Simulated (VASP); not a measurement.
# Bi2B3Br (P4/mmm) in VASP: a series of runs

The runs below take Bi2B3Br through single point, with PBE.

Program: VASP 6.6.1. These are calculated values, not measurements. Logs are shortened: lines on timing, memory, paths and dates and some standing lists are left out, and cuts for length are marked.

## (1) The cell of the first run

It takes space group P4/mmm (No. 123, tetragonal). Conventional cell: a = 4.775 Å, b = 4.775 Å, c = 6.118 Å, α = 90.00°, β = 90.00°, γ = 90.00°. B (site symmetry 4mm) has 1 B at 1.54 Å within 2.1 Å. Within 3.0 Å of B (site symmetry 4/mmm) lie 2 B at 2.29 Å. Within 3.2 Å of Bi (site symmetry mmm) lie 2 Br at 2.39 Å and 4 B at 2.51 Å. Within 3.2 Å of Br (site symmetry 4/mmm) lie 4 Bi at 2.39 Å.

The cell was generated, and may not be a known phase.

## (2) Single point, PBE

The input, INCAR:

```
ALGO     = Normal         # electronic algorithm
EDIFF    = 1E-6           # SCF threshold, eV
ENCUT    = 520            # plane-wave cutoff, eV
GGA      = PE             # functional
ISIF     = 2              # what is computed and relaxed
ISMEAR   = 0              # smearing method
LASPH    = True           # aspherical terms in the spheres
LCHARG   = True           # write CHGCAR
LELF     = True           # ELF
LREAL    = False          # projectors in reciprocal space
LVHAR    = True         
LWAVE    = False          # write WAVECAR
NBANDS   = 32             # bands
NELM     = 80             # most SCF steps
PREC     = Accurate       # precision mode
SIGMA    = 0.1            # smearing width, eV
```

The input, KPOINTS:

```
k-points
0
Gamma
  4 4 4
```

The input, POSCAR:

```
Bi2B3Br
1.0
    4.7749944800      0.0000000000      0.0000000000
    0.0000000000      4.7749944800      0.0000000000
    0.0000000000      0.0000000000      6.1178720800
B Bi Br
3 2 1
Direct
    0.0000000000      0.0000000000      0.8739997500
    0.0000000000      0.0000000000      0.1260002500
    0.0000000000      0.0000000000      0.5000000000
    0.0000000000      0.5000000000      0.0000000000
    0.5000000000      0.0000000000      0.0000000000
    0.5000000000      0.5000000000      0.0000000000
```

Potentials or basis: VASP PAW PBE potentials, release 64 (B, Bi_d, Br).

Command:

```console
> cat potpaw_PBE.64/B/POTCAR potpaw_PBE.64/Bi_d/POTCAR potpaw_PBE.64/Br/POTCAR > POTCAR
> mpirun -np 1 vasp_std > vasp.out
```

OUTCAR:

```text
EDIFF = 1E-6
   ENCUT = 520
   GGA = PE
   ISIF = 2
   ISMEAR = 0
   LASPH = True
   LREAL = False
   NELM = 80
   PREC = Accurate

 ion  position               nearest neighbor table
   1  0.000  0.000  0.874-   2 1.54   4 2.51   5 2.51   4 2.51   5 2.51
   2  0.000  0.000  0.126-   1 1.54   4 2.51   5 2.51   4 2.51   5 2.51
   3  0.000  0.000  0.500-
   4  0.000  0.500  0.000-   6 2.39   6 2.39   1 2.51   1 2.51   2 2.51   2 2.51   5 3.38   5 3.38
                             5 3.38   5 3.38
   5  0.500  0.000  0.000-   6 2.39   6 2.39   1 2.51   2 2.51   1 2.51   2 2.51   4 3.38   4 3.38
                             4 3.38   4 3.38
   6  0.500  0.500  0.000-   4 2.39   5 2.39   5 2.39   4 2.39

  LATTYP: Found a simple tetragonal cell.
 ALAT       =     4.7749944800
 C/A-ratio  =     1.2812312361

  Lattice vectors:

 A1 = (   4.7749944800,   0.0000000000,   0.0000000000)
 A2 = (   0.0000000000,   4.7749944800,   0.0000000000)
 A3 = (   0.0000000000,   0.0000000000,   6.1178720800)

Analysis of symmetry for initial positions (statically):
=====================================================================
 Subroutine PRICEL returns:
 Original cell was already a primitive cell.

 Routine SETGRP: Setting up the symmetry group for a
 simple tetragonal supercell.

 Subroutine GETGRP returns: Found 16 space group operations
 (whereof 16 operations were pure point group operations)
 out of a pool of 16 trial point group operations.

The static configuration has the point symmetry D_4h.

Analysis of symmetry for dynamics (positions and initial velocities):
=====================================================================
 Subroutine PRICEL returns:
 Original cell was already a primitive cell.

 Routine SETGRP: Setting up the symmetry group for a
 simple tetragonal supercell.

 Subroutine GETGRP returns: Found 16 space group operations
 (whereof 16 operations were pure point group operations)
 out of a pool of 16 trial point group operations.

The dynamic configuration has the point symmetry D_4h.

 Subroutine INISYM returns: Found 16 space group operations
 (whereof 16 operations are pure point group operations),
 and found     1 'primitive' translations

----------------------------------------------------------------------------------------

                                     Primitive cell

  volume of cell :     139.4910

  direct lattice vectors                    reciprocal lattice vectors
     4.774994480  0.000000000  0.000000000     0.209424326  0.000000000  0.000000000
     0.000000000  4.774994480  0.000000000     0.000000000  0.209424326  0.000000000
     0.000000000  0.000000000  6.117872080     0.000000000  0.000000000  0.163455526

  length of vectors
     4.774994480  4.774994480  6.117872080     0.209424326  0.209424326  0.163455526

  position of ions in fractional coordinates (direct lattice)
     0.000000000  0.000000000  0.873999750
     0.000000000  0.000000000  0.126000250
     0.000000000  0.000000000  0.500000000
     0.000000000  0.500000000  0.000000000
     0.500000000  0.000000000  0.000000000
     0.500000000  0.500000000  0.000000000

  ion indices of the primitive-cell ions
   primitive index   ion index
                 1           1
                 2           2
                 3           3
                 4           4
                 5           5
                 6           6

----------------------------------------------------------------------------------------

 KPOINTS: k-points

Automatic generation of k-mesh.
 Grid dimensions read from file:
 generate k-points for:    4    4    4

 Generating k-lattice:

  Cartesian coordinates                     Fractional coordinates (reciprocal lattice)
     0.052356081  0.000000000  0.000000000     0.250000000  0.000000000  0.000000000
     0.000000000  0.052356081  0.000000000     0.000000000  0.250000000  0.000000000
     0.000000000  0.000000000  0.040863882     0.000000000  0.000000000  0.250000000

  Length of vectors
     0.052356081  0.052356081  0.040863882

  Shift w.r.t. Gamma in fractional coordinates (k-lattice)
     0.000000000  0.000000000  0.000000000

 Subroutine IBZKPT returns following result:
 ===========================================

 Found     18 irreducible k-points:

 Following reciprocal coordinates:
            Coordinates               Weight
  0.000000  0.000000  0.000000      1.000000
  0.250000  0.000000  0.000000      4.000000
  0.500000  0.000000  0.000000      2.000000
  0.250000  0.250000  0.000000      4.000000
  0.500000  0.250000  0.000000      4.000000
  0.500000  0.500000  0.000000      1.000000
[... 10 lines left out ...]
  0.500000  0.250000  0.500000      4.000000
  0.500000  0.500000  0.500000      1.000000
   k-points           NKPTS =     18   k-points in BZ     NKDIM =     18   number of bands    NBANDS=     32
   number of dos      NEDOS =    301   number of ions     NIONS =      6
   total plane-waves  NPLWV =  62208
   dimension x,y,z NGX =    36 NGY =   36 NGZ =   48
   dimension x,y,z NGXF=    72 NGYF=   72 NGZF=   96
   ions per type =               3   2   1
   NGX,Y,Z   is equivalent  to a cutoff of  12.53, 12.53, 13.04 a.u.
   NGXF,Y,Z  is equivalent  to a cutoff of  25.07, 25.07, 26.09 a.u.
 SYSTEM =  unknown system
   PREC   = accura    normal or accurate (medium, high low for compatibility)
   ISTART =      0    job   : 0-new  1-cont  2-samecut
   ICHARG =      2    charge: 1-file 2-atom 10-const
   ISPIN  =      1    spin polarized calculation?
   LNONCOLLINEAR =      F non collinear calculations
   LSORBIT =      F    spin-orbit coupling
   LASPH  =      T    aspherical Exc in radial PAW
   ENCUT  =  520.0 eV  38.22 Ry    6.18 a.u.   8.88  8.88 11.38*2*pi/ulx,y,z
   NELM   =     80;   NELMIN=  2; NELMDL= -5     # of ELM steps
   EDIFF  = 0.1E-05   stopping-criterion for ELM
   LREAL  =      F    real-space projection
   EDIFFG = 0.1E-04   stopping-criterion for IOM
   NSW    =      0    number of steps for IOM
   IBRION =     -1    ionic relax: 0-MD 1-quasi-New 2-CG
   NFREE  =      0    steps in history (QN), initial steepest desc. (CG)
   ISIF   =      2    stress and relaxation
   ISYM   =      2    0-nonsym 1-usesym 2-fastsym
   POTIM  = 0.5000    time-step for ionic-motion
   TEBEG  =    0.0;   TEEND  =   0.0 temperature during run
   PSTRESS=    0.0 pullay stress
   NELECT =      46.0000    total number of electrons
   NUPDOWN=      -1.0000    fix difference up-down
   EMIN   =  10.00;   EMAX   =-10.00  energy-range for DOS
   EFERMI =   0.00;   METHOD = LEGACY
   ISMEAR =     0;   SIGMA  =   0.10  broadening in eV -4-tet -1-fermi 0-gaus
   EFERMI_NEDOS =   21; number of points for ismear=-14 and -15
   IALGO  =     38    algorithm
   IMIX   =      4    mixing-type and parameters
     AMIX     =   0.40;   BMIX     =  1.00
     AMIX_MAG =   1.60;   BMIX_MAG =  1.00
  volume/ion in A,a.u.               =      23.25       156.89
  Fermi-wavevector in a.u.,A,eV,Ry     =   1.131042  2.137359 17.405334  1.279256
  Thomas-Fermi vector in A             =   2.267740
   LORBIT       =      0    0 simple, 1 ext, 2 COOP (PROOUT), +10 PAW based schemes
   GGA     = PE    functional components
   LHFCALC =     F    Hartree Fock is set to
   AEXX    =    0.0000 exact exchange contribution
   IVDW    =     0    specifies the selected vdW correction
   LEPSILON=     F    determine dielectric tensor
   LRPA    =     F    only Hartree local field effects (RPA)
 non-spin polarized calculation
 Gauss-broadening in eV      SIGMA  =   0.10
  energy-cutoff  :      520.00
  volume of cell :      139.49
 maximum number of plane-waves:      3776
 NGX is ok and might be reduce to    36
   NGX = 17   NGY = 17   NGZ = 23

 number of electron      46.0000008 magnetization

 Free energy of the ion-electron system (eV)
  ---------------------------------------------------
  ext. energy  EPLUGINS =         0.00000000
  ---------------------------------------------------
  free energy    TOTEN  =       -14.31336737 eV

  energy without entropy =      -14.30331036  energy(sigma->0) =      -14.30833887

 E-fermi :   4.9269     XC(G=0):  -8.6305

 val. band max:        4.8941498693   @ k =   0.5000   0.5000   0.2500
 cond. band min:       4.9419871175   @ k =   0.5000   0.0000   0.0000
 fundamental gap:      0.0478372482
 Fermi energy:         4.9268680124

 k-point     1 :       0.0000    0.0000    0.0000
  band No.  band energies     occupation
      1     -19.7203      2.00000
      2     -18.8779      2.00000
      3     -18.8265      2.00000
      4     -18.5836      2.00000
      5     -18.5836      2.00000
      6     -18.5260      2.00000
[... 24 lines left out ...]
     31       9.7971      0.00000
     32      11.5825      0.00000

 k-point     2 :       0.2500    0.0000    0.0000
  band No.  band energies     occupation
      1     -19.5600      2.00000
      2     -18.8978      2.00000
      3     -18.8281      2.00000
      4     -18.5855      2.00000
      5     -18.5807      2.00000
      6     -18.5568      2.00000
[... 24 lines left out ...]
     31       9.4101      0.00000
     32       9.8434      0.00000

 k-point     3 :       0.5000    0.0000    0.0000
  band No.  band energies     occupation
      1     -19.3155      2.00000
      2     -19.0493      2.00000
      3     -18.7034      2.00000
      4     -18.6947      2.00000
      5     -18.5875      2.00000
      6     -18.5776      2.00000
[... 24 lines left out ...]
     31       9.6436      0.00000
     32      10.0083      0.00000

 k-point     4 :       0.2500    0.2500    0.0000
  band No.  band energies     occupation
      1     -19.4160      2.00000
      2     -18.9454      2.00000
      3     -18.7985      2.00000
      4     -18.6111      2.00000
      5     -18.6073      2.00000
      6     -18.5566      2.00000
[... 444 lines left out ...]
     31       9.9179      0.00000
     32       9.9440      0.00000

 k-point    17 :       0.5000    0.2500    0.5000
  band No.  band energies     occupation
      1     -19.1975      2.00000
      2     -19.0623      2.00000
      3     -18.7141      2.00000
      4     -18.7079      2.00000
      5     -18.6233      2.00000
      6     -18.5459      2.00000
[... 24 lines left out ...]
     31       9.9256      0.00000
     32       9.9939      0.00000

 k-point    18 :       0.5000    0.5000    0.5000
  band No.  band energies     occupation
      1     -19.0760      2.00000
      2     -19.0760      2.00000
      3     -18.7167      2.00000
      4     -18.7167      2.00000
      5     -18.6413      2.00000
      6     -18.5322      2.00000
[... 24 lines left out ...]
     31      10.0006      0.00000
     32      10.3752      0.00000

------------------------ aborting loop because EDIFF is reached ----------------------------------------

  FORCE on cell =-STRESS in cart. coord.  units (eV):
  Direction    XX          YY          ZZ          XY          YZ          ZX
  --------------------------------------------------------------------------------------
  -------------------------------------------------------------------------------------
  Total       44.1101049     44.1101049     -7.6668280      0.0000000      0.0000000     -0.0000000
  in kB      506.6435673    506.6435673    -88.0603003      0.0000000      0.0000000     -0.0000000
  external PRESSURE =     308.4089448 kB  Pullay stress =       0.0000000 kB

 VOLUME and BASIS-vectors are now :
 -----------------------------------------------------------------------------
  energy-cutoff  :      520.00
  volume of cell :      139.49
      direct lattice vectors                 reciprocal lattice vectors
     4.774994480  0.000000000  0.000000000     0.209424326  0.000000000  0.000000000
     0.000000000  4.774994480  0.000000000     0.000000000  0.209424326  0.000000000
     0.000000000  0.000000000  6.117872080     0.000000000  0.000000000  0.163455526

 POSITION                                       TOTAL-FORCE (eV/Angst)
 -----------------------------------------------------------------------------------
      0.00000      0.00000      5.34702         0.000000     -0.000000     -4.774061
      0.00000      0.00000      0.77085        -0.000000      0.000000      4.774061
      0.00000      0.00000      3.05894         0.000000     -0.000000      0.000000
      0.00000      2.38750      0.00000         0.000000     -0.000000      0.000000
      2.38750      0.00000      0.00000         0.000000     -0.000000      0.000000
      2.38750      2.38750      0.00000         0.000000     -0.000000      0.000000
 -----------------------------------------------------------------------------------
    total drift:                                0.000000     -0.000000     -0.000000

  FREE ENERGIE OF THE ION-ELECTRON SYSTEM (eV)
  ---------------------------------------------------
  free  energy   TOTEN  =       -14.3133673748 eV

  energy  without entropy=      -14.3033103606  energy(sigma->0) =      -14.30833887
```

Wall time 2.3 min (1 thread of Oxide Virtual Turin-like, shared host); peak memory 0.23 GiB.

Results:

```yaml
Free_energy: -14.3134 eV
Pressure: 30.8 GPa
Largest_force: 4.774 eV/Å
Band_gap_on_the_k_mesh: zero (bands 23 and 24 overlap by 1.49 eV)
```

Forces in eV/Å, atoms in the order of the input:
```
B    0.000  0.000 -4.774
B    0.000  0.000  4.774
B    0.000  0.000  0.000
Bi   0.000  0.000  0.000
Bi   0.000  0.000  0.000
Br   0.000  0.000  0.000
```

Stress tensor (GPa, compression positive):
```
50.66  0.00  0.00
 0.00 50.66  0.00
 0.00  0.00 -8.81
```

Caveat: the stress differs along the axes, from -9 to 51 GPa; spin-orbit coupling is left out, which moves the levels of the heavy elements; forces of over 1 eV/Å act on the atoms, so gaps and moduli don't describe the material at rest.

## (3) Single point, PBE

This run uses another cell than the first one, of 26.01 Å³/atom.

The input, INCAR:

```
SYSTEM = Bi2B3Br
  PREC = Accurate
  ENCUT = 520
  EDIFF = 1E-6
  ISMEAR = 0
  SIGMA = 0.1
  LREAL = .FALSE.
  LASPH = .TRUE.
  NELM = 60
  ALGO = Normal
  ISIF = 2
  LWAVE = .FALSE.
  LCHARG = .FALSE.
  GGA = PE
  NBANDS = 32
```

The input, KPOINTS:

```
Automatic mesh
0
G
  4 4 4
  0 0 0
```

The input, POSCAR:

```
Bi2B3Br
1.0
    5.7772311282      0.0000000000      0.0000000000
    0.0000000000      5.7772311282      0.0000000000
    0.0000000000      0.0000000000      4.6750679491
B Bi Br
3 2 1
Direct
    0.0000000000      0.0000000000      0.8341725895
    0.0000000000      0.0000000000      0.1658274105
    0.0000000000      0.0000000000      0.5000000000
    0.0000000000      0.5000000000      0.0000000000
    0.5000000000      0.0000000000      0.0000000000
    0.5000000000      0.5000000000      0.0000000000
```

Potentials or basis: VASP PAW PBE potentials, release 64 (B, Bi_d, Br).

Command:

```console
> cat potpaw_PBE.64/B/POTCAR potpaw_PBE.64/Bi_d/POTCAR potpaw_PBE.64/Br/POTCAR > POTCAR
> mpirun -np 1 vasp_std > vasp.out
```

It took 2.3 min on 1 thread of Oxide Virtual Turin-like, shared host; peak memory 0.28 GiB.

Results (log left out):

```yaml
Free_energy: -25.8612 eV
Pressure: -0.1 GPa
Largest_force: 0.005 eV/Å
Band_gap_on_the_k_mesh: zero (bands 23 and 24 overlap by 1.75 eV)
```

Forces on the atoms (eV/Å):
```
B    0.000  0.000 -0.005
B    0.000  0.000  0.005
B    0.000  0.000  0.000
Bi   0.000  0.000  0.000
Bi   0.000  0.000  0.000
Br   0.000  0.000  0.000
```

Levels at points of the mesh, in eV from the Fermi level:
| k point | band 20 | band 21 | band 22 | band 23 | band 24 | band 25 | band 26 | band 27 |
| --- | --- | --- | --- | --- | --- | --- | --- | --- |
| (0.00, 0.00, 0.00) | -3.82 | -3.82 | 0.75 | 0.86 | 2.15 | 2.15 | 3.31 | 3.31 |
| (0.50, 0.00, 0.00) | -3.76 | -2.14 | 0.05 | 0.11 | 0.30 | 0.79 | 1.99 | 2.79 |
| (0.50, 0.50, 0.00) | -1.72 | -1.72 | -1.04 | -0.38 | -0.38 | -0.05 | -0.03 | 0.71 |
| (0.00, 0.00, 0.50) | -3.13 | -3.13 | -0.93 | -0.93 | -0.79 | -0.44 | 3.67 | 3.67 |
| (0.50, 0.00, 0.50) | -3.57 | -2.12 | -1.21 | -1.13 | -0.88 | 0.80 | 0.98 | 1.60 |
| (0.50, 0.50, 0.50) | -2.66 | -2.66 | -0.75 | -0.27 | -0.27 | 0.10 | 0.12 | 0.93 |

Caveat: spin-orbit coupling is left out, which moves the levels of the heavy elements.

The gap in the log of VASP goes by the Fermi energy; the results here count the filled bands.